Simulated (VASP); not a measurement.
# AlCu (Cmmm) in VASP: a series of runs

Runs on AlCu. Level: PBEsol. Tasks: single point.

Program: VASP 6.6.1. These are calculated values, not measurements. Logs are shortened: lines on timing, memory, paths and dates and some standing lists are left out, and cuts for length are marked.

## Step 1: The cell of the first run

The structure is orthorhombic, space group Cmmm (No. 65). The conventional cell has a = 4.213 Å, b = 4.266 Å, c = 2.998 Å, α = 90.00°, β = 90.00°, γ = 90.00°. Al (site symmetry mmm) has 8 Cu at 2.59 to 2.61 Å and 6 Al at 3.00 Å within 3.4 Å. Within 3.4 Å of Cu (site symmetry mmm) lie 8 Al at 2.59 to 2.61 Å and 6 Cu at 3.00 Å.

## Step 2: Single point, PBEsol (strain +0.0125 x Voigt [0, 0, 0, 0, 0, 1])

Contents of INCAR:

```
SYSTEM = AlCu
PREC = Accurate ; ENCUT = 520
EDIFF = 1E-7 ; ISMEAR = 0
SIGMA = 0.15 ; LREAL = .FALSE.
LASPH = .TRUE. ; NELM = 100
ALGO = Fast ; ISIF = 2
LWAVE = .FALSE. ; LCHARG = .TRUE.
GGA = PS ; LELF = .TRUE.
LVHAR = .TRUE. ; NBANDS = 14
```

Contents of KPOINTS:

```
Automatic mesh
0
G
  16 16 16
  0 0 0
```

Contents of POSCAR:

```
AlCu
1.0
    2.9975090000      0.0187344312      0.0000000000
    0.0187344312      2.9975090000      0.0000000000
    0.0000000000      0.0000000000      2.9975090000
Al Cu
1 1
Direct
    0.0000000000      0.0000000000      0.0000000000
    0.5000000000      0.5000000000      0.5000000000
```

Potentials or basis: VASP PAW PBE potentials, release 64 (Al, Cu).

Command:

```sh
cat potpaw_PBE.64/Al/POTCAR potpaw_PBE.64/Cu/POTCAR > POTCAR
mpirun -np 1 vasp_std > vasp.out
```

OUTCAR:

```text
SYSTEM = AlCu
   PREC = Accurate
   ENCUT = 520
   EDIFF = 1E-7
   ISMEAR = 0
   LREAL = .FALSE.
   LASPH = .TRUE.
   NELM = 100
   ISIF = 2
   GGA = PS

 ion  position               nearest neighbor table
   1  0.000  0.000  0.000-   2 2.59   2 2.59   2 2.59   2 2.59   2 2.61   2 2.61   2 2.61   2 2.61

   2  0.500  0.500  0.500-   1 2.59   1 2.59   1 2.59   1 2.59   1 2.61   1 2.61   1 2.61   1 2.61

  LATTYP: Found a base centered orthorhombic cell.
 ALAT       =     4.2126233944
 B/A-ratio  =     1.0125786163
 C/A-ratio  =     0.7115539936

  Lattice vectors:

 A1 = (  -0.0187344312,  -2.9975090000,   0.0000000000)
 A2 = (   2.9975090000,   0.0187344312,   0.0000000000)
 A3 = (   0.0000000000,   0.0000000000,   2.9975090000)

Analysis of symmetry for initial positions (statically):
=====================================================================
 Subroutine PRICEL returns:
 Original cell was already a primitive cell.

 Routine SETGRP: Setting up the symmetry group for a
 base centered orthorhombic supercell.

 Subroutine GETGRP returns: Found  8 space group operations
 (whereof  8 operations were pure point group operations)
 out of a pool of  8 trial point group operations.

The static configuration has the point symmetry D_2h.

Analysis of symmetry for dynamics (positions and initial velocities):
=====================================================================
 Subroutine PRICEL returns:
 Original cell was already a primitive cell.

 Routine SETGRP: Setting up the symmetry group for a
 base centered orthorhombic supercell.

 Subroutine GETGRP returns: Found  8 space group operations
 (whereof  8 operations were pure point group operations)
 out of a pool of  8 trial point group operations.

The dynamic configuration has the point symmetry D_2h.

 Subroutine INISYM returns: Found  8 space group operations
 (whereof  8 operations are pure point group operations),
 and found     1 'primitive' translations

----------------------------------------------------------------------------------------

                                     Primitive cell

  volume of cell :      26.9317

  direct lattice vectors                    reciprocal lattice vectors
     2.997509000  0.018734431  0.000000000     0.333623373 -0.002085146  0.000000000
     0.018734431  2.997509000  0.000000000    -0.002085146  0.333623373  0.000000000
     0.000000000  0.000000000  2.997509000     0.000000000  0.000000000  0.333610341

  length of vectors
     2.997567545  2.997567545  2.997509000     0.333629889  0.333629889  0.333610341

  position of ions in fractional coordinates (direct lattice)
     0.000000000  0.000000000  0.000000000
     0.500000000  0.500000000  0.500000000

  ion indices of the primitive-cell ions
   primitive index   ion index
                 1           1
                 2           2

----------------------------------------------------------------------------------------

 KPOINTS: Automatic mesh

Automatic generation of k-mesh.
 Grid dimensions read from file:
 generate k-points for:   16   16   16

 Generating k-lattice:

  Cartesian coordinates                     Fractional coordinates (reciprocal lattice)
     0.020851461 -0.000130322  0.000000000     0.062500000  0.000000000  0.000000000
    -0.000130322  0.020851461  0.000000000     0.000000000  0.062500000  0.000000000
     0.000000000  0.000000000  0.020850646     0.000000000  0.000000000  0.062500000

  Length of vectors
     0.020851868  0.020851868  0.020850646

  Shift w.r.t. Gamma in fractional coordinates (k-lattice)
     0.000000000  0.000000000  0.000000000

 Subroutine IBZKPT returns following result:
 ===========================================

 Found    657 irreducible k-points:

 Following reciprocal coordinates:
            Coordinates               Weight
  0.000000  0.000000  0.000000      1.000000
  0.062500  0.000000  0.000000      4.000000
  0.125000  0.000000  0.000000      4.000000
  0.187500  0.000000  0.000000      4.000000
  0.250000  0.000000  0.000000      4.000000
  0.312500  0.000000  0.000000      4.000000
[... 16 lines left out ...]
 -0.125000  0.062500  0.000000      4.000000
 -0.062500  0.062500  0.000000      2.000000
 [... further k-points ...]
   k-points           NKPTS =    657   k-points in BZ     NKDIM =    657   number of bands    NBANDS=     14
   number of dos      NEDOS =    301   number of ions     NIONS =      2
   total plane-waves  NPLWV =  13824
   dimension x,y,z NGX =    24 NGY =   24 NGZ =   24
   dimension x,y,z NGXF=    48 NGYF=   48 NGZF=   48
   ions per type =               1   1
   NGX,Y,Z   is equivalent  to a cutoff of  13.31, 13.31, 13.31 a.u.
   NGXF,Y,Z  is equivalent  to a cutoff of  26.62, 26.62, 26.62 a.u.
 SYSTEM =  AlCu
   PREC   = accura    normal or accurate (medium, high low for compatibility)
   ISTART =      0    job   : 0-new  1-cont  2-samecut
   ICHARG =      2    charge: 1-file 2-atom 10-const
   ISPIN  =      1    spin polarized calculation?
   LNONCOLLINEAR =      F non collinear calculations
   LSORBIT =      F    spin-orbit coupling
   LASPH  =      T    aspherical Exc in radial PAW
   ENCUT  =  520.0 eV  38.22 Ry    6.18 a.u.   5.57  5.57  5.57*2*pi/ulx,y,z
   NELM   =    100;   NELMIN=  2; NELMDL= -5     # of ELM steps
   EDIFF  = 0.1E-06   stopping-criterion for ELM
   LREAL  =      F    real-space projection
   EDIFFG = 0.1E-05   stopping-criterion for IOM
   NSW    =      0    number of steps for IOM
   IBRION =     -1    ionic relax: 0-MD 1-quasi-New 2-CG
   NFREE  =      0    steps in history (QN), initial steepest desc. (CG)
   ISIF   =      2    stress and relaxation
   ISYM   =      2    0-nonsym 1-usesym 2-fastsym
   POTIM  = 0.5000    time-step for ionic-motion
   TEBEG  =    0.0;   TEEND  =   0.0 temperature during run
   PSTRESS=    0.0 pullay stress
   NELECT =      14.0000    total number of electrons
   NUPDOWN=      -1.0000    fix difference up-down
   EMIN   =  10.00;   EMAX   =-10.00  energy-range for DOS
   EFERMI =   0.00;   METHOD = LEGACY
   ISMEAR =     0;   SIGMA  =   0.15  broadening in eV -4-tet -1-fermi 0-gaus
   EFERMI_NEDOS =   21; number of points for ismear=-14 and -15
   IALGO  =     68    algorithm
   IMIX   =      4    mixing-type and parameters
     AMIX     =   0.40;   BMIX     =  1.00
     AMIX_MAG =   1.60;   BMIX_MAG =  1.00
  volume/ion in A,a.u.               =      13.47        90.87
  Fermi-wavevector in a.u.,A,eV,Ry     =   1.316324  2.487491 23.574921  1.732708
  Thomas-Fermi vector in A             =   2.446444
   LORBIT       =      0    0 simple, 1 ext, 2 COOP (PROOUT), +10 PAW based schemes
   GGA     = PS    functional components
   LHFCALC =     F    Hartree Fock is set to
   AEXX    =    0.0000 exact exchange contribution
   IVDW    =     0    specifies the selected vdW correction
   LEPSILON=     F    determine dielectric tensor
   LRPA    =     F    only Hartree local field effects (RPA)
 non-spin polarized calculation
 RMM-DIIS sequential band-by-band and
 Gauss-broadening in eV      SIGMA  =   0.15
  energy-cutoff  :      520.00
  volume of cell :       26.93
 maximum number of plane-waves:       742
   NGX = 11   NGY = 11   NGZ = 11

 number of electron      14.0000019 magnetization

 Free energy of the ion-electron system (eV)
  ---------------------------------------------------
  ext. energy  EPLUGINS =         0.00000000
  ---------------------------------------------------
  free energy    TOTEN  =        -8.70278915 eV

  energy without entropy =       -8.69615682  energy(sigma->0) =       -8.69947298

 E-fermi :   8.9597     XC(G=0): -11.6092

 val. band max:        8.9514548518   @ k =   0.3750   0.1875   0.3750
 cond. band min:       8.9645232370   @ k =   0.3125   0.0000   0.3125
 fundamental gap:      0.0130683852
 Fermi energy:         8.9597217978

 k-point     1 :       0.0000    0.0000    0.0000
  band No.  band energies     occupation
      1      -2.5160      2.00000
      2       4.0807      2.00000
      3       4.0815      2.00000
      4       5.0769      2.00000
      5       5.0899      2.00000
      6       5.1028      2.00000
      7      12.7431      0.00000
      8      12.7899      0.00000
      9      12.8407      0.00000
     10      15.2783      0.00000
     11      15.2794      0.00000
     12      18.9539      0.00000
     13      27.3018      0.00000
     14      27.3072      0.00000

 k-point     2 :       0.0625    0.0000    0.0000
  band No.  band energies     occupation
      1      -2.4500      2.00000
      2       4.0846      2.00000
      3       4.0907      2.00000
      4       5.0652      2.00000
      5       5.0716      2.00000
      6       5.0981      2.00000
      7      11.9737      0.00000
      8      12.8698      0.00000
      9      12.8735      0.00000
     10      15.3021      0.00000
     11      15.9709      0.00000
     12      19.2371      0.00000
     13      26.4035      0.00000
     14      26.4374      0.00000

 k-point     3 :       0.1250    0.0000    0.0000
  band No.  band energies     occupation
      1      -2.2523      2.00000
      2       4.0875      2.00000
      3       4.1188      2.00000
      4       5.0180      2.00000
      5       5.0203      2.00000
      6       5.0996      2.00000
      7      10.5589      0.00000
      8      13.1060      0.00000
      9      13.1076      0.00000
     10      15.3721      0.00000
     11      16.9198      0.00000
     12      20.1839      0.00000
     13      24.9288      0.00000
     14      24.9639      0.00000
[... 324 lines left out ...]
 k-point    23 :      -0.1250    0.0625    0.0000
  band No.  band energies     occupation
      1      -2.1832      2.00000
      2       4.0968      2.00000
      3       4.1236      2.00000
      4       5.0004      2.00000
      5       5.0157      2.00000
      6       5.0859      2.00000
      7      10.6020      0.00000
      8      12.2556      0.00000
      9      13.1891      0.00000
     10      15.8465      0.00000
     11      17.3487      0.00000
     12      20.3566      0.00000
     13      24.2956      0.00000
     14      24.9763      0.00000

 k-point    24 :      -0.0625    0.0625    0.0000
  band No.  band energies     occupation
      1      -2.3822      2.00000
      2       4.0913      2.00000
      3       4.0970      2.00000
      4       5.0532      2.00000
      5       5.0564      2.00000
      6       5.0905      2.00000
      7      11.9408      0.00000
      8      12.1336      0.00000
      9      12.9516      0.00000
     10      15.6620      0.00000
     11      16.3938      0.00000
     12      19.4934      0.00000
     13      25.7471      0.00000
     14      26.4126      0.00000

 [... further k-points ...]
[... 5 lines left out ...]
  --------------------------------------------------------------------------------------
  -------------------------------------------------------------------------------------
  Total       -0.7362852     -0.7362852     -0.7405443     -0.0599826      0.0000000      0.0000000
  in kB      -43.8018194    -43.8018194    -44.0551909     -3.5683816      0.0000000      0.0000000
  external PRESSURE =     -43.8862765 kB  Pullay stress =       0.0000000 kB

 VOLUME and BASIS-vectors are now :
 -----------------------------------------------------------------------------
  energy-cutoff  :      520.00
  volume of cell :       26.93
      direct lattice vectors                 reciprocal lattice vectors
     2.997509000  0.018734431  0.000000000     0.333623373 -0.002085146  0.000000000
     0.018734431  2.997509000  0.000000000    -0.002085146  0.333623373  0.000000000
     0.000000000  0.000000000  2.997509000     0.000000000  0.000000000  0.333610341

 POSITION                                       TOTAL-FORCE (eV/Angst)
 -----------------------------------------------------------------------------------
      0.00000      0.00000      0.00000         0.000000      0.000000      0.000000
      1.50812      1.50812      1.49875        -0.000000      0.000000      0.000000
 -----------------------------------------------------------------------------------
    total drift:                                0.000000      0.000000     -0.000000

  FREE ENERGIE OF THE ION-ELECTRON SYSTEM (eV)
  ---------------------------------------------------
  free  energy   TOTEN  =        -8.7027891470 eV

  energy  without entropy=       -8.6961568194  energy(sigma->0) =       -8.69947298
```

Run time: 5.6 min. Hardware: 1 thread of Intel Xeon Platinum 8259CL at 2.50GHz (Skylake/Cascade Lake), shared host; peak memory 0.35 GiB.

Results:

```yaml
Free_energy: -8.7028 eV
Pressure: -4.4 GPa
Band_gap_on_the_k_mesh: zero (band 7 reaches 12.74 eV, above the bottom of band 8 at 8.10 eV)
```

Stress tensor (GPa, compression positive):
```
-4.38 -0.36  0.00
-0.36 -4.38  0.00
 0.00  0.00 -4.41
```

Levels at points of the mesh, in eV from the Fermi level:
```
           k point  band 3  band 4  band 5  band 6  band 7  band 8  band 9  band 10  band 11  band 12
(0.00, 0.00, 0.00)   -4.88   -3.88   -3.87   -3.86    3.78    3.83    3.88     6.32     6.32     9.99
(0.50, 0.00, 0.00)   -4.61   -4.30   -4.30   -3.82   -3.13    7.19    8.05     8.07     8.49     8.50
(0.50, 0.50, 0.00)   -4.20   -4.19   -3.78   -3.63   -3.49   -0.86   -0.12    10.11    12.77    12.91
(0.00, 0.00, 0.50)   -4.61   -4.32   -4.28   -3.82   -3.13    7.21    8.00     8.11     8.49     8.52
(0.50, 0.00, 0.50)   -4.20   -4.20   -3.71   -3.70   -3.49   -0.84   -0.13    10.10    12.82    12.83
(0.50, 0.50, 0.50)   -5.41   -3.47   -3.47    0.68    0.74    0.82    1.84     2.12     2.19     2.26
```

Caveat: the cell differs from its parent crystal (strain +0.0125 x Voigt [0, 0, 0, 0, 0, 1]); the PAW data sets were made with another functional, which shifts forces and pressure a little.

[end of part 1 of 2]
